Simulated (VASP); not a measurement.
# HfO2 (P-3m1) in VASP: notebook

The runs below take HfO2 through single point, with PBEsol.

All numbers are computed with VASP 6.6.1; they aren't measurements. Logs are shortened: lines on timing, memory, paths and dates and some standing lists are left out, and cuts for length are marked.

### Step 1. The cell of the first run

It takes space group P-3m1 (No. 164, trigonal). Conventional cell: a = 3.235 Å, b = 3.235 Å, c = 5.161 Å, α = 90.00°, β = 90.00°, γ = 120.00°. Hf (site symmetry -3m) has 6 O at 2.10 Å within 2.8 Å. Within 2.8 Å of O (site symmetry 3m) lie 3 Hf at 2.10 Å and 3 O at 2.69 Å.

### Step 2. Single point, PBEsol

The input, INCAR:

```
PREC = Accurate
ENCUT = 520
EDIFF = 1E-7
ISMEAR = -1
SIGMA = 0.02
LREAL = False
LASPH = True
NELM = 80
ALGO = Normal
ISIF = 2
LWAVE = False
LCHARG = True
GGA = PS
LELF = True
LVHAR = True
NBANDS = 18
```

The input, KPOINTS:

```
regular mesh
0
Gamma
  7 7 4
```

The input, POSCAR:

```
HfO2
1.0
    3.2354004883      0.0000000000      0.0000000000
   -1.6177002442      2.8019390143      0.0000000000
    0.0000000000      0.0000000000      5.1607436506
Hf O
1 2
Direct
    0.0000000000      0.0000000000      0.0000000000
    0.3333333333      0.6666666667      0.1878881719
    0.6666666667      0.3333333333      0.8121118281
```

Potentials or basis: VASP PAW PBE potentials, release 64 (Hf_pv, O).

On the command line:

```sh
> cat potpaw_PBE.64/Hf_pv/POTCAR potpaw_PBE.64/O/POTCAR > POTCAR
> mpirun -np 1 vasp_std > vasp.out
```

OUTCAR:

```text
PREC = Accurate
   ENCUT = 520
   EDIFF = 1E-7
   ISMEAR = -1
   LREAL = False
   LASPH = True
   NELM = 80
   ISIF = 2
   GGA = PS

 ion  position               nearest neighbor table
   1  0.000  0.000  0.000-   2 2.10   3 2.10   3 2.10   2 2.10   3 2.10   2 2.10
   2  0.333  0.667  0.188-   1 2.10   1 2.10   1 2.10
   3  0.667  0.333  0.812-   1 2.10   1 2.10   1 2.10

  LATTYP: Found a hexagonal cell.
 ALAT       =     3.2354004883
 C/A-ratio  =     1.5950865030

  Lattice vectors:

 A1 = (   3.2354004883,   0.0000000000,   0.0000000000)
 A2 = (  -1.6177002442,   2.8019390143,   0.0000000000)
 A3 = (   0.0000000000,   0.0000000000,   5.1607436506)

Analysis of symmetry for initial positions (statically):
=====================================================================
 Subroutine PRICEL returns:
 Original cell was already a primitive cell.

 Routine SETGRP: Setting up the symmetry group for a
 hexagonal supercell.

 Subroutine GETGRP returns: Found 12 space group operations
 (whereof 12 operations were pure point group operations)
 out of a pool of 24 trial point group operations.

The static configuration has the point symmetry D_3d.

Analysis of symmetry for dynamics (positions and initial velocities):
=====================================================================
 Subroutine PRICEL returns:
 Original cell was already a primitive cell.

 Routine SETGRP: Setting up the symmetry group for a
 hexagonal supercell.

 Subroutine GETGRP returns: Found 12 space group operations
 (whereof 12 operations were pure point group operations)
 out of a pool of 24 trial point group operations.

The dynamic configuration has the point symmetry D_3d.

 Subroutine INISYM returns: Found 12 space group operations
 (whereof 12 operations are pure point group operations),
 and found     1 'primitive' translations

----------------------------------------------------------------------------------------

                                     Primitive cell

  volume of cell :      46.7842

  direct lattice vectors                    reciprocal lattice vectors
     3.235400488  0.000000000  0.000000000     0.309080747  0.178447853  0.000000000
    -1.617700244  2.801939014  0.000000000     0.000000000  0.356895705  0.000000000
     0.000000000  0.000000000  5.160743651     0.000000000  0.000000000  0.193770524

  length of vectors
     3.235400488  3.235400488  5.160743651     0.356895705  0.356895705  0.193770524

  position of ions in fractional coordinates (direct lattice)
     0.000000000  0.000000000  0.000000000
     0.333333333  0.666666667  0.187888172
     0.666666667  0.333333333  0.812111828

  ion indices of the primitive-cell ions
   primitive index   ion index
                 1           1
                 2           2
                 3           3

----------------------------------------------------------------------------------------

 KPOINTS: regular mesh

Automatic generation of k-mesh.
 Grid dimensions read from file:
 generate k-points for:    7    7    4

 Generating k-lattice:

  Cartesian coordinates                     Fractional coordinates (reciprocal lattice)
     0.044154392  0.025492550  0.000000000     0.142857143  0.000000000  0.000000000
     0.000000000  0.050985101  0.000000000     0.000000000  0.142857143  0.000000000
     0.000000000  0.000000000  0.048442631     0.000000000  0.000000000  0.250000000

  Length of vectors
     0.050985101  0.050985101  0.048442631

  Shift w.r.t. Gamma in fractional coordinates (k-lattice)
     0.000000000  0.000000000  0.000000000

 Subroutine IBZKPT returns following result:
 ===========================================

 Found     28 irreducible k-points:

 Following reciprocal coordinates:
            Coordinates               Weight
  0.000000  0.000000  0.000000      1.000000
  0.142857 -0.000000  0.000000      6.000000
  0.285714  0.000000  0.000000      6.000000
  0.428571  0.000000  0.000000      6.000000
  0.142857  0.142857  0.000000      6.000000
  0.285714  0.142857  0.000000     12.000000
[... 16 lines left out ...]
  0.285714  0.000000  0.500000      6.000000
  0.428571  0.000000  0.500000      6.000000
 [... further k-points ...]
   k-points           NKPTS =     28   k-points in BZ     NKDIM =     28   number of bands    NBANDS=     18
   number of dos      NEDOS =    301   number of ions     NIONS =      3
   total plane-waves  NPLWV =  23040
   dimension x,y,z NGX =    24 NGY =   24 NGZ =   40
   dimension x,y,z NGXF=    48 NGYF=   48 NGZF=   80
   ions per type =               1   2
   NGX,Y,Z   is equivalent  to a cutoff of  12.33, 12.33, 12.89 a.u.
   NGXF,Y,Z  is equivalent  to a cutoff of  24.66, 24.66, 25.77 a.u.
 SYSTEM =  unknown system
   PREC   = accura    normal or accurate (medium, high low for compatibility)
   ISTART =      0    job   : 0-new  1-cont  2-samecut
   ICHARG =      2    charge: 1-file 2-atom 10-const
   ISPIN  =      1    spin polarized calculation?
   LNONCOLLINEAR =      F non collinear calculations
   LSORBIT =      F    spin-orbit coupling
   LASPH  =      T    aspherical Exc in radial PAW
   ENCUT  =  520.0 eV  38.22 Ry    6.18 a.u.   6.02  6.02  9.60*2*pi/ulx,y,z
   NELM   =     80;   NELMIN=  2; NELMDL= -5     # of ELM steps
   EDIFF  = 0.1E-06   stopping-criterion for ELM
   LREAL  =      F    real-space projection
   EDIFFG = 0.1E-05   stopping-criterion for IOM
   NSW    =      0    number of steps for IOM
   IBRION =     -1    ionic relax: 0-MD 1-quasi-New 2-CG
   NFREE  =      0    steps in history (QN), initial steepest desc. (CG)
   ISIF   =      2    stress and relaxation
   ISYM   =      2    0-nonsym 1-usesym 2-fastsym
   POTIM  = 0.5000    time-step for ionic-motion
   TEBEG  =    0.0;   TEEND  =   0.0 temperature during run
   PSTRESS=    0.0 pullay stress
   NELECT =      22.0000    total number of electrons
   NUPDOWN=      -1.0000    fix difference up-down
   EMIN   =  10.00;   EMAX   =-10.00  energy-range for DOS
   EFERMI =   0.00;   METHOD = LEGACY
   ISMEAR =    -1;   SIGMA  =   0.02  broadening in eV -4-tet -1-fermi 0-gaus
   EFERMI_NEDOS =   21; number of points for ismear=-14 and -15
   IALGO  =     38    algorithm
   IMIX   =      4    mixing-type and parameters
     AMIX     =   0.40;   BMIX     =  1.00
     AMIX_MAG =   1.60;   BMIX_MAG =  1.00
  volume/ion in A,a.u.               =      15.59       105.24
  Fermi-wavevector in a.u.,A,eV,Ry     =   1.273062  2.405737 22.050766  1.620686
  Thomas-Fermi vector in A             =   2.405906
   LORBIT       =      0    0 simple, 1 ext, 2 COOP (PROOUT), +10 PAW based schemes
   GGA     = PS    functional components
   LHFCALC =     F    Hartree Fock is set to
   AEXX    =    0.0000 exact exchange contribution
   IVDW    =     0    specifies the selected vdW correction
   LEPSILON=     F    determine dielectric tensor
   LRPA    =     F    only Hartree local field effects (RPA)
 non-spin polarized calculation
  energy-cutoff  :      520.00
  volume of cell :       46.78
 maximum number of plane-waves:      1280
   NGX = 13   NGY = 13   NGZ = 19

 number of electron      22.0000012 magnetization

 Free energy of the ion-electron system (eV)
  ---------------------------------------------------
  ext. energy  EPLUGINS =         0.00000000
  ---------------------------------------------------
  free energy    TOTEN  =       -31.00142051 eV

  energy without entropy =      -31.00142051  energy(sigma->0) =      -31.00142051

 E-fermi :   0.2572     XC(G=0):  -9.5845

 val. band max:       -0.1661459464   @ k =   0.1429   0.1429   0.0000
 cond. band min:       4.5341771003   @ k =   0.4286   0.0000   0.0000
 fundamental gap:      4.7003230467
 Fermi energy:         0.2572267930

 k-point     1 :       0.0000    0.0000    0.0000
  band No.  band energies     occupation
      1     -29.2136      2.00000
      2     -28.7410      2.00000
      3     -28.7410      2.00000
      4     -17.2710      2.00000
      5     -15.3064      2.00000
      6      -3.8338      2.00000
[... 10 lines left out ...]
     17      10.5851      0.00000
     18      10.5851      0.00000

 k-point     2 :       0.1429   -0.0000    0.0000
  band No.  band energies     occupation
      1     -29.1810      2.00000
      2     -28.9082      2.00000
      3     -28.7705      2.00000
      4     -16.9526      2.00000
      5     -15.5038      2.00000
      6      -3.7018      2.00000
[... 10 lines left out ...]
     17      10.5332      0.00000
     18      11.8324      0.00000

 k-point     3 :       0.2857    0.0000    0.0000
  band No.  band energies     occupation
      1     -29.2666      2.00000
      2     -29.0990      2.00000
      3     -28.8361      2.00000
      4     -16.3983      2.00000
      5     -15.7568      2.00000
      6      -3.7098      2.00000
[... 10 lines left out ...]
     17      10.5597      0.00000
     18      13.3076      0.00000

 k-point     4 :       0.4286    0.0000    0.0000
  band No.  band energies     occupation
      1     -29.5268      2.00000
      2     -29.0384      2.00000
      3     -28.8879      2.00000
      4     -16.4858      2.00000
      5     -15.3923      2.00000
      6      -4.4102      2.00000
[... 375 lines left out ...]
      4     -16.9163      2.00000
      5     -15.5479      2.00000
      6      -3.7830      2.00000
[... 10 lines left out ...]
     17      10.5960      0.00000
     18      10.8669      0.00000

 k-point    23 :       0.2857    0.0000    0.5000
  band No.  band energies     occupation
      1     -29.2664      2.00000
      2     -29.1000      2.00000
      3     -28.8360      2.00000
      4     -16.3831      2.00000
      5     -15.7704      2.00000
      6      -3.8297      2.00000
[... 10 lines left out ...]
     17      10.5854      0.00000
     18      11.4687      0.00000

 k-point    24 :       0.4286    0.0000    0.5000
  band No.  band energies     occupation
      1     -29.5265      2.00000
      2     -29.0391      2.00000
      3     -28.8879      2.00000
      4     -16.4960      2.00000
      5     -15.3781      2.00000
      6      -4.4973      2.00000
[... 10 lines left out ...]
     17      10.7255      0.00000
     18      11.7919      0.00000

 [... further k-points ...]

------------------------ aborting loop because EDIFF is reached ----------------------------------------

  FORCE on cell =-STRESS in cart. coord.  units (eV):
  Direction    XX          YY          ZZ          XY          YZ          ZX
  --------------------------------------------------------------------------------------
  -------------------------------------------------------------------------------------
  Total       -1.6114174     -1.6114174     -0.8190764      0.0000000      0.0000000      0.0000000
  in kB      -55.1848175    -55.1848175    -28.0502030      0.0000000      0.0000000      0.0000000
  external PRESSURE =     -46.1399460 kB  Pullay stress =       0.0000000 kB

 VOLUME and BASIS-vectors are now :
 -----------------------------------------------------------------------------
  energy-cutoff  :      520.00
  volume of cell :       46.78
      direct lattice vectors                 reciprocal lattice vectors
     3.235400488  0.000000000  0.000000000     0.309080747  0.178447853  0.000000000
    -1.617700244  2.801939014  0.000000000     0.000000000  0.356895705  0.000000000
     0.000000000  0.000000000  5.160743651     0.000000000  0.000000000  0.193770524

 POSITION                                       TOTAL-FORCE (eV/Angst)
 -----------------------------------------------------------------------------------
      0.00000      0.00000      0.00000        -0.000000      0.000000      0.000000
     -0.00000      1.86796      0.96964        -0.000000      0.000000     -0.404625
      1.61770      0.93398      4.19110         0.000000     -0.000000      0.404625
 -----------------------------------------------------------------------------------
    total drift:                               -0.000000      0.000000      0.000000

  FREE ENERGIE OF THE ION-ELECTRON SYSTEM (eV)
  ---------------------------------------------------
  free  energy   TOTEN  =       -31.0014205146 eV

  energy  without entropy=      -31.0014205145  energy(sigma->0) =      -31.00142051
```

Wall time 20 s (1 thread of Intel Xeon 8259CL, shared host); peak memory 0.17 GiB.

What came out:

```yaml
Free_energy: -31.0014 eV
Pressure: -4.6 GPa
Largest_force: 0.405 eV/Å
Band_gap_on_the_k_mesh: 4.70 eV (least direct gap 4.94 eV)
```

Forces in eV/Å, atoms in the order of the input:
```
Hf   0.000  0.000  0.000
O    0.000  0.000 -0.405
O    0.000  0.000  0.405
```

Levels at points of the mesh, in eV from the valence-band top:
```tsv
k point	band 9	band 10	band 11	band 12	band 13	band 14
(0.00, 0.00, 0.00)	-0.35	-0.30	-0.30	5.06	5.06	5.16
(0.00, 0.00, 0.50)	-1.06	-0.32	-0.32	5.03	5.03	5.97
```

Caveat: the cell stands under tension; the PAW data sets were made with another functional, which shifts forces and pressure a little; spin-orbit coupling is left out, which moves the levels of the heavy elements; an odd mesh through Γ misses points on the zone boundary, where band edges can lie.

[end of part 1 of 2]
